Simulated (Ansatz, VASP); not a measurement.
# Two plane-wave programs on NaH

```
Na H
1.0
     2.95512    0.00000    0.00000
     0.00000    2.95512    0.00000
     0.00000    0.00000    2.96990
Na H
1 1
Direct
  0.00000 0.00000 0.00000
  0.50000 0.50000 0.50000
```

Change from the starting cell: strain +0.0050 x Voigt [0, 0, 1, 0, 0, 0], atoms carried along.

Alike in both runs: task single point; functional LDA; k mesh 12 × 12 × 12; occupations gaussian, width 0.05 eV; no spin polarisation.

|  | VASP | Ansatz |
| --- | --- | --- |
| version | VASP 6.6.1 | Ansatz 0.2.0 |
| potentials or method | VASP PAW LDA potentials, release 64 (Na_pv, H), cutoff 520 eV | scalar-relativistic, plane waves, PAW |
| valence electrons in the cell | 8 | 10 |

|  | VASP | Ansatz | Ansatz less VASP |
| --- | --- | --- | --- |
| gap on the k mesh at the Fermi level (eV) | 0.55 | 0.55 | +0.001 |
| least direct gap on the mesh (eV) | 4.12 | 4.13 | +0.003 |
| pressure (GPa) | -2.2 | -2.1 | +0.06 |
| traceless stress, the component that is largest in VASP (GPa) | -0.37 | -0.37 | 0.000 |

LDA's correlation is that of Perdew and Zunger in VASP and of Perdew and Wang (1992) in Ansatz. VASP's potentials hold 8 valence electrons a cell and Ansatz's 10, so a difference there can come from the potentials and not from the codes.
